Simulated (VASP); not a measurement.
NaLuS2: single point with PBE

NaLuS2:

```xyz
8
Lattice="5.9431 0.5272 -0.3355 0.2540 5.5476 -1.1108 1.3159 -0.1965 5.3574" Properties=species:S:1:pos:R:3 pbc="T T T"
Lu    1.7882    5.4167    0.6444
Lu    5.6161    3.1013   -0.4349
S     0.6964    2.1286    2.5144
S     2.4235    5.2218    3.4005
S     3.3110    2.5566    0.2904
S     5.6744    5.2903    0.8473
Na    5.7612    5.4454    3.7163
Na    4.0021    2.1465    2.7292
```

* Program: VASP 6.6.1
* Task: single point
* Functional: PBE
* Potentials or basis: VASP PAW PBE potentials, release 64 (Lu, S, Na_pv)
* Cutoff: 520 eV
* k mesh: 3 × 3 × 3
* Occupations: methfessel-paxton, width 0.15 eV
* Spin: no spin polarisation
* Dipole correction: no
* Further INCAR settings: ALGO = Normal; EDIFF = 1e-06; NBANDS = 54

```json
{
  "Pressure": "4.2 GPa",
  "Largest force": "4.635 eV/Å",
  "Band gap on the k mesh": "1.89 eV (least direct gap 2.01 eV)"
}
```

Forces on the atoms (eV/Å):
```
Lu   3.501  0.834 -0.496
Lu   1.312 -1.345 -0.077
S    0.367  0.435  0.529
S    0.687  0.443  0.410
S   -0.838  0.508 -0.902
S   -4.460 -1.156  0.501
Na  -0.472  0.106 -0.615
Na  -0.097  0.174  0.650
```

Stress tensor (GPa, compression positive):
```
 8.82  5.02 -1.31
 5.02  6.24 -2.85
-1.31 -2.85 -2.38
```

Levels at points of the mesh, in eV from the valence-band top:
```csv
k point,band 42,band 43,band 44,band 45,band 46,band 47
"(0.00, 0.00, 0.00)",-0.89,-0.67,-0.12,1.89,2.26,3.04
```

It took 2 min on 1 thread of Intel(R) Xeon(R) Platinum 8559C (Emerald Rapids), with other jobs on the host, peak memory 0.33 GiB.

Caveat: spin-orbit coupling is left out, which moves the levels of the heavy elements.
